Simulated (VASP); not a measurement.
Write the native input for VASP 6.6.1 that does the following.

```yaml
Task: single point
Functional: LDA
Potentials_or_basis: VASP PAW LDA potentials, release 64 (Al, N)
Cutoff: 600 eV
k_mesh: 10 × 10 × 10
Occupations: gaussian, width 0.05 eV
Spin: no spin polarisation
Dipole_correction: no
Further_INCAR_settings: ALGO = Normal; EDIFF = 1e-06; NBANDS = 11
```

The structure of AlN lies in POSCAR:

```
AlN
1.0
    0.0000000000      1.9327921000      1.9836550500
    1.9327921000      0.0000000000      1.9836550500
    1.9327921000      1.9327921000      0.0000000000
Al N
1 1
Direct
    0.5000000000      0.5000000000      0.5000000000
    0.0000000000      0.0000000000      0.0000000000
```

This cell differs from its parent crystal: strain -0.050 along x and y, -0.025 along z.

These files were run (other wordings do the same):

INCAR

```
SYSTEM = AlN
PREC = Accurate
ENCUT = 600
EDIFF = 1E-6
ISMEAR = 0
SIGMA = 0.05
LREAL = .FALSE.
LASPH = .TRUE.
NELM = 120
ALGO = Normal
ISIF = 2
LWAVE = .FALSE.
LCHARG = .FALSE.
GGA = CA
NBANDS = 11
GGA_COMPAT = .FALSE.
```

KPOINTS

```
regular mesh
0
G
  10 10 10
  0 0 0
```

Potentials or basis: VASP PAW LDA potentials, release 64 (Al, N).

Launch:

```bash
$ cat potpaw_LDA.64/Al/POTCAR potpaw_LDA.64/N/POTCAR > POTCAR
$ mpirun -np 1 vasp_std > vasp.out
```

It gave:

```yaml
Pressure: 29.0 GPa
Band_gap_on_the_k_mesh: 4.78 eV (least direct gap 7.30 eV)
```

Caveat: the cell differs from its parent crystal (strain -0.050 along x and y, -0.025 along z); the cell stands under pressure.

Wall time 9.9 s on 1 thread of Intel(R) Xeon(R) 6975P-C (Granite Rapids), on a shared host, peak memory 0.13 GiB.
